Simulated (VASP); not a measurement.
# Sr2C: single point with r2SCAN

The system is Sr2C.

```xyz
3
Lattice="0.0000 3.3601 3.3487 3.3601 0.0000 3.3487 3.3601 3.3601 0.0000" Properties=species:S:1:pos:R:3 pbc="T T T"
C     0.0000    0.0000    0.0000
Sr    1.6801    1.6801    1.6744
Sr    5.0402    5.0402    5.0231
```

This cell differs from its parent crystal: uniaxial z strain -0.3%.

```
Program             : VASP 6.6.1
Task                : single point
Functional          : r2SCAN
Potentials or basis : VASP PAW PBE potentials, release 64 (C, Sr_sv)
Cutoff              : 520 eV
k mesh              : 6 × 6 × 6
Occupations         : fermi-dirac, width 0.02 eV
Spin                : no spin polarisation
```

```json
{
 "Pressure": "0.3 GPa",
 "Band gap on the k mesh": "0.05 eV"
}
```

Stress tensor (GPa, compression positive):
```
0.22 0.00 0.00
0.00 0.22 0.00
0.00 0.00 0.54
```

Levels at points of the mesh, in eV from the valence-band top:
```
           k point  band 8  band 9  band 10  band 11  band 12  band 13  band 14  band 15  band 16  band 17
(0.00, 0.00, 0.00)  -17.76   -8.82    -1.48    -1.48    -1.46     0.19     1.53     1.53     5.58     5.58
(0.50, 0.00, 0.00)  -18.11   -8.32    -1.63    -0.63    -0.61     2.23     2.94     2.96     4.12     4.82
(0.50, 0.50, 0.00)  -17.58   -8.25    -1.98    -0.01    -0.01     0.06     2.45     2.58     5.01     5.01
(0.50, 0.00, 0.50)  -17.58   -8.25    -1.99    -0.01     0.00     0.05     2.48     2.56     5.03     5.06
```

It took 68 s on 1 thread of Intel(R) Xeon(R) 6975P-C (Granite Rapids) (shared host), peak memory 0.23 GiB.

Caveat: the cell differs from its parent crystal (uniaxial z strain -0.3%); the PAW data sets were made with another functional, which shifts forces and pressure a little. A k mesh can miss the band edges.
